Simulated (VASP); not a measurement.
A run of VASP 6.6.1 is set up as follows.

The input INCAR:

```
SYSTEM = Rb
PREC = Accurate ; ENCUT = 520
EDIFF = 1E-6 ; ISMEAR = 0
SIGMA = 0.1 ; LREAL = .False.
LASPH = .True. ; NELM = 60
ALGO = Normal ; ISIF = 2
LWAVE = .False. ; LCHARG = .False.
GGA = PE ; NBANDS = 10
ISYM = 0
```

KPOINTS

```
Automatic mesh
0
Gamma
  3 2 5
  0 0 0
```

POSCAR

```
Rb
1.0
    0.0000000000      3.3085238440      3.3085238440
    3.3085238440      0.0000000000      3.3085238440
    3.3085238440      3.3085238440      0.0000000000
Rb
1
Direct
    0.0000000000      0.0000000000      0.0000000000
```

Potentials or basis: VASP PAW PBE potentials, release 64 (Rb_sv).

Launch:

```sh
$ cat potpaw_PBE.64/Rb_sv/POTCAR > POTCAR
$ mpirun -np 1 vasp_std > vasp.out
```

Q: What does it give for the pressure?

A: 1.0 GPa.

Caveat: the k points lie up to 0.82 Å⁻¹ apart.
